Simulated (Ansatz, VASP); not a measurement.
## One calculation of Au, two programs

```
Au
1.0
     2.43981    0.00000    0.00000
     0.00000    2.43981    0.00000
     0.00000    0.00000    2.43981
Au
1
Direct
  0.00000 0.00000 0.00000
```

Change from the starting cell: volume scaled by 0.7, LAPW.

Alike in both runs: task single point; functional PBE; k mesh 14 × 14 × 14; occupations fermi-dirac, width 0.1 eV; no spin polarisation.

```csv
,VASP,Ansatz
version,VASP 6.6.1,Ansatz 0.2.0
potentials or method,"VASP PAW PBE potentials, release 64 (Au), cutoff 520 eV","all-electron LAPW, scalar-relativistic"
```

Ansatz gave:

```
pressure (GPa) : 102.1
```

Q: What did VASP give for the same quantities?

A: Pressure (GPa): 101.4.

Both programs put the cell under a high pressure, so it lies far from rest at this level. Ansatz ran all-electron here, and VASP with PAW potentials.

Neither program's run includes spin-orbit coupling. Noted on VASP's run: the cell as given lies far from equilibrium.
